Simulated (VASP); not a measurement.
# SnO (P1) in VASP: relaxation of cell and atoms with PBE

Aim: the relaxation of cell and atoms of SnO with PBE.

Everything below comes from runs of VASP 6.6.1. Logs are shortened: lines on timing, memory, paths and dates and some standing lists are left out, and cuts for length are marked.

### Step 1. The cell of the first run

The typed cell holds 4 atoms: a = 3.831 Å, b = 3.935 Å, c = 6.576 Å, α = 73.39°, β = 73.85°, γ = 58.07°.

### Step 2. Relaxation of cell and atoms, PBE

INCAR reads:

```
SYSTEM = SnO
ALGO     = Normal         ! electronic algorithm
EDIFF    = 1E-7           ! SCF threshold, eV
EDIFFG   = -0.025         ! ionic threshold
ENCUT    = 600            ! plane-wave cutoff, eV
GGA      = PE             ! functional
IBRION   = 2              ! ionic algorithm
ISIF     = 3              ! what is computed and relaxed
ISMEAR   = 0              ! smearing method
LASPH    = .True.         ! aspherical terms in the spheres
LCHARG   = .False.        ! write CHGCAR
LREAL    = .False.        ! projectors in reciprocal space
LWAVE    = .False.        ! write WAVECAR
NELM     = 60             ! most SCF steps
NSW      = 80             ! ionic steps
PREC     = Accurate       ! precision mode
SIGMA    = 0.2            ! smearing width, eV
```

KPOINTS reads:

```
k-points
0
Gamma
  6 6 6
  0 0 0
```

POSCAR reads:

```
SnO
1.0
   -0.1026551652     -2.6941169021     -2.7218819506
   -2.7874084118     -0.0474452653     -2.7770918504
    2.6489230375      2.7212612275     -5.3682530613
Sn O
2 2
Direct
    0.6261512274      0.6234713038      0.1005220071
    0.1599973969      0.1039333155      0.6242975492
    0.5177854159      0.5165497256      0.5136735891
    0.9460659598      0.0060456551      0.0115068545
```

Potentials or basis: VASP PAW PBE potentials, release 64 (Sn_d, O).

Launch:

```bash
> cat potpaw_PBE.64/Sn_d/POTCAR potpaw_PBE.64/O/POTCAR > POTCAR
> mpirun -np 1 vasp_std > vasp.out
```

OUTCAR:

```text
SYSTEM = SnO
   EDIFF = 1E-7
   EDIFFG = -0.025
   ENCUT = 600
   GGA = PE
   IBRION = 2
   ISIF = 3
   ISMEAR = 0
   LASPH = .True.
   LREAL = .False.
   NELM = 60
   NSW = 80
   PREC = Accurate

 ion  position               nearest neighbor table
   1  0.626  0.623  0.101-   4 2.24   4 2.27   4 2.37   3 2.58   2 3.57   2 3.72
   2  0.160  0.104  0.624-   3 2.19   3 2.31   4 2.43   3 2.48   1 3.57   1 3.72
   3  0.518  0.517  0.514-   2 2.19   2 2.31   2 2.48   1 2.58
   4  0.946  0.006  0.012-   1 2.24   1 2.27   1 2.37   2 2.43

  LATTYP: Found a triclinic cell.
 ALAT       =     3.7703870996
 B/A-ratio  =     1.0436564121
 C/A-ratio  =     1.9968111909
 COS(alpha) =     0.0039109551
 COS(beta)  =     0.4871665187
 COS(gamma) =     0.5062710127

  Lattice vectors:

 A1 = (  -2.6847532466,   2.6466716368,  -0.0552098998)
 A2 = (  -2.7874084118,  -0.0474452653,  -2.7770918504)
 A3 = (  -5.3336762841,  -0.0745895907,   5.3130431615)

Analysis of symmetry for initial positions (statically):
=====================================================================
 Subroutine PRICEL returns:
 Original cell was already a primitive cell.

 Routine SETGRP: Setting up the symmetry group for a
 triclinic supercell.

 Subroutine GETGRP returns: Found  1 space group operations
 (whereof  1 operations were pure point group operations)
 out of a pool of  2 trial point group operations.

The static configuration has the point symmetry C_1 .

Analysis of symmetry for dynamics (positions and initial velocities):
=====================================================================
 Subroutine PRICEL returns:
 Original cell was already a primitive cell.

 Routine SETGRP: Setting up the symmetry group for a
 triclinic supercell.

 Subroutine GETGRP returns: Found  1 space group operations
 (whereof  1 operations were pure point group operations)
 out of a pool of  2 trial point group operations.

The dynamic configuration has the point symmetry C_1 .

 Subroutine INISYM returns: Found  1 space group operations
 (whereof  1 operations are pure point group operations),
 and found     1 'primitive' translations

----------------------------------------------------------------------------------------

                                     Primitive cell

  volume of cell :      79.6344

  direct lattice vectors                    reciprocal lattice vectors
    -0.102655165 -2.694116902 -2.721881951     0.098096959 -0.280278647 -0.093672953
    -2.787408412 -0.047445265 -2.777091850    -0.274625772  0.097459598 -0.086107995
     2.648923037  2.721261227 -5.368253061     0.092330343  0.091692982 -0.094239870

  length of vectors
     3.831115414  3.934988673  6.575727858     0.311373980  0.303862262  0.160666264

  position of ions in fractional coordinates (direct lattice)
     0.626151227  0.623471304  0.100522007
     0.159997397  0.103933316  0.624297549
     0.517785416  0.516549726  0.513673589
     0.946065960  0.006045655  0.011506854

  ion indices of the primitive-cell ions
   primitive index   ion index
                 1           1
                 2           2
                 3           3
                 4           4

----------------------------------------------------------------------------------------

 KPOINTS: k-points

Automatic generation of k-mesh.
 Grid dimensions read from file:
 generate k-points for:    6    6    6

 Generating k-lattice:

  Cartesian coordinates                     Fractional coordinates (reciprocal lattice)
     0.016349493 -0.046713108 -0.015612159     0.166666667 -0.000000000 -0.000000000
    -0.045770962  0.016243266 -0.014351332    -0.000000000  0.166666667  0.000000000
     0.015388391  0.015282164 -0.015706645     0.000000000 -0.000000000  0.166666667

  Length of vectors
     0.051895663  0.050643710  0.026777711

  Shift w.r.t. Gamma in fractional coordinates (k-lattice)
     0.000000000  0.000000000  0.000000000

 Subroutine IBZKPT returns following result:
 ===========================================

 Found    112 irreducible k-points:

 Following reciprocal coordinates:
            Coordinates               Weight
  0.000000  0.000000  0.000000      1.000000
  0.166667 -0.000000 -0.000000      2.000000
  0.333333 -0.000000  0.000000      2.000000
  0.500000 -0.000000  0.000000      1.000000
  0.000000  0.166667  0.000000      2.000000
  0.166667  0.166667 -0.000000      2.000000
[... 16 lines left out ...]
  0.333333 -0.000000  0.166667      2.000000
  0.500000 -0.000000  0.166667      2.000000
 [... further k-points ...]
   k-points           NKPTS =    112   k-points in BZ     NKDIM =    112   number of bands    NBANDS=     24
   number of dos      NEDOS =    301   number of ions     NIONS =      4
   total plane-waves  NPLWV =  55296
   dimension x,y,z NGX =    32 NGY =   32 NGZ =   54
   dimension x,y,z NGXF=    64 NGYF=   64 NGZF=  108
   ions per type =               2   2
   NGX,Y,Z   is equivalent  to a cutoff of  13.89, 13.52, 13.65 a.u.
   NGXF,Y,Z  is equivalent  to a cutoff of  27.77, 27.04, 27.30 a.u.
 SYSTEM =  SnO
   PREC   = accura    normal or accurate (medium, high low for compatibility)
   ISTART =      0    job   : 0-new  1-cont  2-samecut
   ICHARG =      2    charge: 1-file 2-atom 10-const
   ISPIN  =      1    spin polarized calculation?
   LNONCOLLINEAR =      F non collinear calculations
   LSORBIT =      F    spin-orbit coupling
   LASPH  =      T    aspherical Exc in radial PAW
   ENCUT  =  600.0 eV  44.10 Ry    6.64 a.u.   7.65  7.86 13.13*2*pi/ulx,y,z
   NELM   =     60;   NELMIN=  2; NELMDL= -5     # of ELM steps
   EDIFF  = 0.1E-06   stopping-criterion for ELM
   LREAL  =      F    real-space projection
   EDIFFG = -.3E-01   stopping-criterion for IOM
   NSW    =     80    number of steps for IOM
   IBRION =      2    ionic relax: 0-MD 1-quasi-New 2-CG
   NFREE  =      1    steps in history (QN), initial steepest desc. (CG)
   ISIF   =      3    stress and relaxation
   ISYM   =      2    0-nonsym 1-usesym 2-fastsym
   POTIM  = 0.5000    time-step for ionic-motion
   TEBEG  =    0.0;   TEEND  =   0.0 temperature during run
   PSTRESS=    0.0 pullay stress
   NELECT =      40.0000    total number of electrons
   NUPDOWN=      -1.0000    fix difference up-down
   EMIN   =  10.00;   EMAX   =-10.00  energy-range for DOS
   EFERMI =   0.00;   METHOD = LEGACY
   ISMEAR =     0;   SIGMA  =   0.20  broadening in eV -4-tet -1-fermi 0-gaus
   EFERMI_NEDOS =   21; number of points for ismear=-14 and -15
   IALGO  =     38    algorithm
   IMIX   =      4    mixing-type and parameters
     AMIX     =   0.40;   BMIX     =  1.00
     AMIX_MAG =   1.60;   BMIX_MAG =  1.00
  volume/ion in A,a.u.               =      19.91       134.35
  Fermi-wavevector in a.u.,A,eV,Ry     =   1.301352  2.459198 23.041681  1.693516
  Thomas-Fermi vector in A             =   2.432491
   LORBIT       =      0    0 simple, 1 ext, 2 COOP (PROOUT), +10 PAW based schemes
   GGA     = PE    functional components
   LHFCALC =     F    Hartree Fock is set to
   AEXX    =    0.0000 exact exchange contribution
   IVDW    =     0    specifies the selected vdW correction
   LEPSILON=     F    determine dielectric tensor
   LRPA    =     F    only Hartree local field effects (RPA)
 conjugate gradient relaxation of ions
 non-spin polarized calculation
 Gauss-broadening in eV      SIGMA  =   0.20
  energy-cutoff  :      600.00
  volume of cell :       79.63
 maximum number of plane-waves:      2675
 NGX is ok and might be reduce to    32
   NGX = 15   NGY = 15   NGZ = 27

--------------------------------------- Ionic step        1  -------------------------------------------

 number of electron      39.9999998 magnetization

 Free energy of the ion-electron system (eV)
  ---------------------------------------------------
  ext. energy  EPLUGINS =         0.00000000
  ---------------------------------------------------
  free energy    TOTEN  =       -20.83500920 eV

  energy without entropy =      -20.82424720  energy(sigma->0) =      -20.82962820

------------------------ aborting loop because EDIFF is reached ----------------------------------------

  FORCE on cell =-STRESS in cart. coord.  units (eV):
  Direction    XX          YY          ZZ          XY          YZ          ZX
  --------------------------------------------------------------------------------------
  -------------------------------------------------------------------------------------
  Total        1.1799593      1.1113462      1.2398671     -0.0491439     -0.0414825      1.4813329
  in kB       23.7397969     22.3593585     24.9450917     -0.9887348     -0.8345931     29.8031833
  external PRESSURE =      23.6814157 kB  Pullay stress =       0.0000000 kB
[... 95 lines left out ...]
  FREE ENERGIE OF THE ION-ELECTRON SYSTEM (eV)
  ---------------------------------------------------
  free  energy   TOTEN  =       -20.9365109722 eV

  energy  without entropy=      -20.9280301060  energy(sigma->0) =      -20.93227054

 E-fermi :   6.3296     XC(G=0): -10.0018

 val. band max:        5.8684275501   @ k =   0.3333   0.3333   0.1667
 cond. band min:       6.7779620148   @ k =   0.5000   0.5000   0.1667
 fundamental gap:      0.9095344646
 Fermi energy:         6.3296166226

 k-point     1 :       0.0000    0.0000    0.0000
  band No.  band energies     occupation
      1     -15.5421      2.00000
      2     -15.2990      2.00000
      3     -15.2893      2.00000
      4     -15.2412      2.00000
      5     -15.2137      2.00000
      6     -15.1891      2.00000
[... 637 lines left out ...]
     23       9.5068      0.00000
     24       9.8520      0.00000

 [... further k-points ...]

[... ionic steps 4 to 49 ...]

--------------------------------------- Ionic step       50  -------------------------------------------

 number of electron      40.0000003 magnetization

------------------------ aborting loop because EDIFF is reached ----------------------------------------
[... 71 lines left out ...]
--------------------------------------- Ionic step       52  -------------------------------------------

 number of electron      40.0000003 magnetization

 Free energy of the ion-electron system (eV)
  ---------------------------------------------------
  ext. energy  EPLUGINS =         0.00000000
  ---------------------------------------------------
  free energy    TOTEN  =       -21.60312086 eV

  energy without entropy =      -21.60309595  energy(sigma->0) =      -21.60310840

 E-fermi :   6.2626     XC(G=0):  -9.9887

 val. band max:        5.7967192604   @ k =   0.3333   0.3333   0.1667
 cond. band min:       6.7159869645   @ k =   0.5000   0.5000   0.1667
 fundamental gap:      0.9192677041
 Fermi energy:         6.2626316489

 k-point     1 :       0.0000    0.0000    0.0000
  band No.  band energies     occupation
      1     -15.5664      2.00000
      2     -15.3284      2.00000
      3     -15.3238      2.00000
      4     -15.2794      2.00000
      5     -15.2566      2.00000
      6     -15.2298      2.00000
[... 637 lines left out ...]
     23       9.4908      0.00000
     24       9.7650      0.00000

 [... further k-points ...]
[... 5 lines left out ...]
  --------------------------------------------------------------------------------------
  -------------------------------------------------------------------------------------
  Total       -0.0232343     -0.0435873      0.0102086     -0.0273381      0.0005837      0.0420317
  in kB       -0.4973340     -0.9329945      0.2185168     -0.5851758      0.0124948      0.8996968
  external PRESSURE =      -0.4039372 kB  Pullay stress =       0.0000000 kB
[... 19 lines left out ...]
  FREE ENERGIE OF THE ION-ELECTRON SYSTEM (eV)
  ---------------------------------------------------
  free  energy   TOTEN  =       -21.6031208559 eV

  energy  without entropy=      -21.6030959451  energy(sigma->0) =      -21.60310840

 reached required accuracy - stopping structural energy minimisation
```

Wall time 75 min (1 thread of Intel Xeon 6975P-C (Granite Rapids), shared host); peak memory 0.41 GiB.

Results:

- Free energy: -21.6031 eV
- Relaxed volume: 18.71 Å³/atom
- Relaxed cell: a = 3.647 Å, b = 5.115 Å, c = 6.216 Å, α = 66.40°, β = 65.07°, γ = 46.20°
- Space group after relaxing (to 0.05 Å): P1 (No. 1)
- Energy gained by relaxing: 192.0 meV/atom
- Ionic steps: 52
- Pressure after relaxing: 0.0 GPa
- Largest force after relaxing: 0.021 eV/Å
- Band gap on the k mesh: 0.92 eV, indirect (least direct gap 1.14 eV)

Forces in eV/Å, atoms in the order of the input:
```
Sn   0.014  0.003  0.006
Sn   0.004  0.007  0.019
O   -0.009 -0.008 -0.006
O   -0.008 -0.002 -0.019
```

The path:
```csv
step,energy change (eV),largest force (eV/Å),pressure (GPa),volume (Å³)
1,0.0000,0.7017,2.37,79.63
3,-0.1015,0.3593,-2.46,84.67
5,-0.1115,1.9818,6.45,76.47
7,-0.2613,0.7364,1.91,79.09
9,-0.3294,0.7515,1.17,79.67
11,-0.3918,0.5633,-0.05,80.94
13,-0.4226,0.3347,-0.49,80.87
15,-0.4908,0.3613,-0.55,78.94
17,-0.5496,0.1514,0.95,74.64
19,-0.5716,0.1383,0.59,74.38
21,-0.5745,0.1594,0.15,74.56
23,-0.5837,0.1620,0.01,75.44
25,-0.5973,0.2275,-0.44,76.14
27,-0.6100,0.6270,-1.59,79.23
29,-0.6201,0.3940,-1.26,77.96
31,-0.6301,0.4522,-1.11,78.07
33,-0.6201,0.8798,0.06,78.46
35,-0.6472,0.5631,-0.62,78.11
37,-0.6913,0.5604,0.84,76.83
39,-0.7279,0.2156,-1.42,78.20
41,-0.7536,0.1794,0.11,75.79
43,-0.7584,0.1185,-0.05,75.60
45,-0.7630,0.1015,0.04,75.14
47,-0.7669,0.0450,-0.09,74.89
49,-0.7674,0.0415,-0.03,74.82
51,-0.7680,0.0337,0.02,74.79
52,-0.7681,0.0210,-0.04,74.85
```

Final structure:
```xyz
4
Lattice="-0.7125 -2.0702 -2.9172 -3.6414 0.0765 -3.5914 1.9024 2.3695 -5.4227" Properties=species:S:1:pos:R:3 pbc="T T T"
Sn   -2.3927   -1.0896   -4.8156
Sn    0.7053    1.1001   -4.2854
O    -1.7222    0.3536   -6.2835
O    -2.1064    0.4816  -11.4608
```

Caveat: spin-orbit coupling is left out, which moves the levels of the heavy elements.
